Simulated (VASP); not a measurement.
# W (I4/mmm) in VASP: further runs, part 2 of 2

VASP 6.6.1. Earlier steps stand in the parts before.

## (4) Single point, PBEsol

File INCAR:

```
SYSTEM = W
ALGO = Fast
EDIFF = 1E-7
ENCUT = 520
GGA = PS
ISIF = 2
ISMEAR = 0
LASPH = .True.
LCHARG = .False.
LREAL = .False.
LWAVE = .False.
NBANDS = 13
NELM = 80
PREC = Accurate
SIGMA = 0.15
```

File KPOINTS:

```
k-points
0
Gamma
  24 24 24
  0 0 0
```

File POSCAR:

```
W
1.0
   -1.4635426204      1.4635426204      1.9026054066
    1.4635426204     -1.4635426204      1.9026054066
    1.4635426204      1.4635426204     -1.9026054066
W
1
Direct
    0.0000000000      0.0000000000      0.0000000000
```

The run is started by

```bash
cat potpaw_PBE.64/W_sv/POTCAR > POTCAR
mpirun -np 1 vasp_std > vasp.out
```

Run time: 4.6 min. Hardware: 1 thread of AMD EPYC 7R43 (Zen 3), shared host; peak memory 0.28 GiB.

Results (log left out):

| Item | Value |
| --- | --- |
| Free energy | -13.3832 eV |
| Pressure | -5.7 GPa |
| Band gap on the k mesh | zero (bands 7 and 8 overlap by 4.77 eV) |

Stress tensor (GPa, compression positive):
```
  1.88   0.00   0.00
  0.00   1.88   0.00
  0.00   0.00 -20.72
```

Levels at points of the mesh, in eV from the Fermi level:
```csv
k point,band 3,band 4,band 5,band 6,band 7,band 8,band 9,band 10,band 11,band 12
"(0.00, 0.00, 0.00)",-37.44,-37.41,-9.21,-1.05,-1.05,0.02,1.56,3.05,12.78,16.98
"(0.50, 0.00, 0.00)",-37.67,-37.51,-5.82,-1.60,-0.29,0.52,4.47,5.31,10.27,12.23
"(0.50, 0.50, 0.00)",-37.87,-37.72,-5.75,-4.60,2.38,4.70,5.00,6.15,11.45,12.30
"(0.50, 0.50, 0.50)",-37.98,-37.98,-5.66,-4.89,4.09,4.83,5.67,5.67,10.78,10.78
```

Caveat: the cell stands under tension; the PAW data sets were made with another functional, which shifts forces and pressure a little; spin-orbit coupling is left out, which moves the levels of the heavy elements.

## (5) Single point, PBEsol

File INCAR:

```
ALGO = Fast
EDIFF = 1E-6
ENCUT = 520
GGA = PS
ISIF = 2
ISMEAR = 0
LASPH = T
LCHARG = F
LREAL = F
LWAVE = F
NBANDS = 13
NELM = 60
PREC = Accurate
SIGMA = 0.15
```

File KPOINTS:

```
k-points
0
Gamma
  24 24 24
```

File POSCAR:

```
W
1.0
   -1.6423178603      1.6423178603      1.5109324315
    1.6423178603     -1.6423178603      1.5109324315
    1.6423178603      1.6423178603     -1.5109324315
W
1
Direct
    0.0000000000      0.0000000000      0.0000000000
```

Potentials or basis: VASP PAW PBE potentials, release 64 (W_sv).

The run is started by

```bash
cat potpaw_PBE.64/W_sv/POTCAR > POTCAR
mpirun -np 1 vasp_std > vasp.out
```

OUTCAR:

```text
EDIFF = 1E-6
   ENCUT = 520
   GGA = PS
   ISIF = 2
   ISMEAR = 0
   LASPH = T
   LREAL = F
   NELM = 60
   PREC = Accurate

 ion  position               nearest neighbor table
   1  0.000  0.000  0.000-

  LATTYP: Found a body centered tetragonal cell.
 ALAT       =     3.2846357206
 C/A-ratio  =     0.9200000000

  Lattice vectors:

 A1 = (  -1.6423178603,   1.6423178603,   1.5109324315)
 A2 = (   1.6423178603,  -1.6423178603,   1.5109324315)
 A3 = (   1.6423178603,   1.6423178603,  -1.5109324315)

Analysis of symmetry for initial positions (statically):
=====================================================================
 Subroutine PRICEL returns:
 Original cell was already a primitive cell.

 Routine SETGRP: Setting up the symmetry group for a
 body centered tetragonal supercell.

 Subroutine GETGRP returns: Found 16 space group operations
 (whereof 16 operations were pure point group operations)
 out of a pool of 16 trial point group operations.

The static configuration has the point symmetry D_4h.

Analysis of symmetry for dynamics (positions and initial velocities):
[... 171 lines left out ...]
      4     -26.8604      2.00000
      5       1.3792      2.00000
      6       9.0111      2.00000
      7      10.1370      2.00000
      8      10.1370      2.00000
      9      12.2235      0.00000
     10      13.7119      0.00000
     11      24.8884      0.00000
     12      24.8884      0.00000
     13      26.5389      0.00000
[... 354 lines left out ...]
  band No.  band energies     occupation
      1     -63.1774      2.00000
      2     -28.0584      2.00000
      3     -27.3213      2.00000
      4     -26.9518      2.00000
      5       4.8454      2.00000
      6       7.1349      2.00000
      7      11.4715      0.00000
      8      12.9902      0.00000
      9      14.6780      0.00000
     10      16.7965      0.00000
     11      21.6661      0.00000
     12      22.3282      0.00000
     13      26.6746      0.00000

 [... further k-points ...]

------------------------ aborting loop because EDIFF is reached ----------------------------------------

  FORCE on cell =-STRESS in cart. coord.  units (eV):
  Direction    XX          YY          ZZ          XY          YZ          ZX
  --------------------------------------------------------------------------------------
  -------------------------------------------------------------------------------------
  Total       -1.8678531     -1.8678531      0.7401363      0.0000000      0.0000000      0.0000000
  in kB     -183.5835766   -183.5835766     72.7449468      0.0000000      0.0000000      0.0000000
  external PRESSURE =     -98.1407354 kB  Pullay stress =       0.0000000 kB

 VOLUME and BASIS-vectors are now :
 -----------------------------------------------------------------------------
  energy-cutoff  :      520.00
  volume of cell :       16.30
      direct lattice vectors                 reciprocal lattice vectors
    -1.642317860  1.642317860  1.510932431     0.000000000  0.304447764  0.330921482
     1.642317860 -1.642317860  1.510932431     0.304447764  0.000000000  0.330921482
     1.642317860  1.642317860 -1.510932431     0.304447764  0.304447764  0.000000000

 POSITION                                       TOTAL-FORCE (eV/Angst)
 -----------------------------------------------------------------------------------
      0.00000      0.00000      0.00000        -0.000000      0.000000     -0.000000
 -----------------------------------------------------------------------------------
    total drift:                                0.000000     -0.000000      0.000000

  FREE ENERGIE OF THE ION-ELECTRON SYSTEM (eV)
  ---------------------------------------------------
  free  energy   TOTEN  =       -13.7135815435 eV

  energy  without entropy=      -13.7074541704  energy(sigma->0) =      -13.71051786
```

It took 3.8 min on 1 thread of AMD EPYC 7R43 (Zen 3), shared host; peak memory 0.28 GiB.

What came out:

```yaml
Free_energy: -13.7136 eV
Pressure: -9.8 GPa
Band_gap_on_the_k_mesh: zero (bands 7 and 8 overlap by 6.13 eV)
```

Levels at points of the mesh, in eV from the Fermi level:
| k point | band 3 | band 4 | band 5 | band 6 | band 7 | band 8 | band 9 | band 10 | band 11 | band 12 |
| --- | --- | --- | --- | --- | --- | --- | --- | --- | --- | --- |
| (0.00, 0.00, 0.00) | -37.80 | -37.74 | -9.50 | -1.87 | -0.75 | -0.75 | 1.34 | 2.83 | 14.00 | 14.00 |
| (0.50, 0.00, 0.00) | -38.20 | -37.83 | -6.10 | -3.78 | 0.85 | 2.06 | 3.74 | 5.89 | 10.82 | 11.31 |
| (0.50, 0.50, 0.00) | -38.07 | -37.76 | -6.15 | -2.63 | 0.18 | 1.08 | 2.52 | 5.75 | 10.20 | 11.78 |
| (0.50, 0.50, 0.50) | -38.68 | -38.44 | -5.74 | -5.53 | 4.88 | 4.88 | 5.22 | 7.28 | 7.28 | 9.58 |

Caveat: the cell stands under tension; the PAW data sets were made with another functional, which shifts forces and pressure a little; spin-orbit coupling is left out, which moves the levels of the heavy elements.

## (6) Single point, PBEsol

File INCAR:

```
  ALGO = Fast
  EDIFF = 1E-6
  ENCUT = 520
  GGA = PS
  ISIF = 2
  ISMEAR = 0
  LASPH = T
  LCHARG = T
  LELF = T
  LREAL = F
  LVHAR = T
  LWAVE = F
  NBANDS = 13
  NELM = 80
  PREC = Accurate
  SIGMA = 0.15
```

KPOINTS is that of step 5.

File POSCAR:

```
W
1.0
   -1.5473513207      1.5473513207      1.7020864528
    1.5473513207     -1.5473513207      1.7020864528
    1.5473513207      1.5473513207     -1.7020864528
W
1
Direct
    0.0000000000      0.0000000000      0.0000000000
```

Potentials or basis: VASP PAW PBE potentials, release 64 (W_sv).

The run is started by

```bash
cat potpaw_PBE.64/W_sv/POTCAR > POTCAR
mpirun -np 1 vasp_std > vasp.out
```

It took 4.2 min on 1 thread of AMD EPYC 7R43 (Zen 3), shared host; peak memory 0.28 GiB.

The run converged. Its results:

```
Free energy            : -13.7023 eV
Pressure               : -9.6 GPa
Band gap on the k mesh : zero (bands 7 and 8 overlap by 5.69 eV)
```

Stress tensor (GPa, compression positive):
```
 -1.45   0.00   0.00
  0.00  -1.45   0.00
  0.00   0.00 -26.00
```

Levels at points of the mesh, in eV from the Fermi level:
```
           k point  band 5  band 6  band 7  band 8  band 9  band 10
(0.00, 0.00, 0.00)   -9.49   -1.46   -1.46   -0.33    1.32     2.80
(0.50, 0.00, 0.00)   -6.11   -2.96    0.41    1.11    3.23     5.72
(0.50, 0.50, 0.00)   -6.08   -4.16    1.12    3.09    3.58     6.07
(0.50, 0.50, 0.50)   -5.76   -5.48    4.74    5.14    5.14     6.39
```

Caveat: the cell stands under tension; the PAW data sets were made with another functional, which shifts forces and pressure a little; spin-orbit coupling is left out, which moves the levels of the heavy elements.

## (7) Overview

```tsv
cell	further INCAR settings	gap on the mesh (eV)	pressure (GPa)
a = 2.788 Å, angles 114.7, 114.7, 99.4°, 1 atom	ALGO = Fast; EDIFF = 1e-06; NBANDS = 13	none	-7.2
a = 2.802 Å, angles 103.5, 103.5, 122.2°, 1 atom	ALGO = Fast; EDIFF = 1e-06; NBANDS = 13	none	-1.9
a = 2.811 Å, angles 117.3, 117.3, 94.8°, 1 atom	ALGO = Fast; EDIFF = 1e-07; NBANDS = 13	none	-5.7
a = 2.771 Å, angles 107.3, 107.3, 113.9°, 1 atom	ALGO = Fast; EDIFF = 1e-06; NBANDS = 13	none	-9.8
a = 2.772 Å, angles 112.1, 112.1, 104.2°, 1 atom	ALGO = Fast; EDIFF = 1e-06; NBANDS = 13	none	-9.6
```

Alike in all rows: task single point; level PBEsol; potentials or basis VASP PAW PBE potentials, release 64 (W_sv); no spin polarisation; k mesh 24 × 24 × 24; cutoff (eV) 520; smearing gaussian 0.15 eV.

Caveats: the PAW data sets were made with another functional, which shifts forces and pressure a little; spin-orbit coupling is left out, which moves the levels of the heavy elements; the cell stands under tension (at least some runs).

Total energies depend on the potentials used, so only differences within one code and one set of settings carry meaning.
